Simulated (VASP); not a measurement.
Here is a VASP 6.6.1 calculation.

The input INCAR:

```
ALGO = Normal ; DIPOL = 0.5 0.5 0.500
EDIFF = 1E-6 ; ENCUT = 520
GGA = PE ; IDIPOL = 3
ISIF = 2 ; ISMEAR = -1
LASPH = True ; LCHARG = False
LDIPOL = True ; LREAL = False
LWAVE = False ; NBANDS = 24
NELM = 60 ; PREC = Accurate
SIGMA = 0.1
```

File KPOINTS:

```
k-points
0
Gamma
  14 14 1
```

File POSCAR:

```
ZnCu2
1.0
    2.5665139637      0.0000000000      0.0000000000
    0.0000000000      2.5665139637      0.0000000000
    0.0000000000      0.0000000000     19.6296000000
Zn Cu
1 2
Direct
    0.0000000000      0.0000000000      0.4099484592
    0.5000000000      0.5000000000      0.4999999064
    0.0000000000      0.0000000000      0.5900516344
```

Potentials or basis: VASP PAW PBE potentials, release 64 (Zn, Cu).

The run is started by

```sh
$ cat potpaw_PBE.64/Zn/POTCAR potpaw_PBE.64/Cu/POTCAR > POTCAR
$ mpirun -np 1 vasp_std > vasp.out
```

Question: Predict the band gap on the k mesh.

Answer: Zero (band 17 reaches 0.77 eV, above the bottom of band 18 at -2.83 eV).

Question: Predict the largest force.

Answer: 0.587 eV/Å.

Forces on the atoms (eV/Å):
```
Zn   0.000  0.000 -0.587
Cu   0.000  0.000  0.534
Cu   0.000  0.000  0.053
```
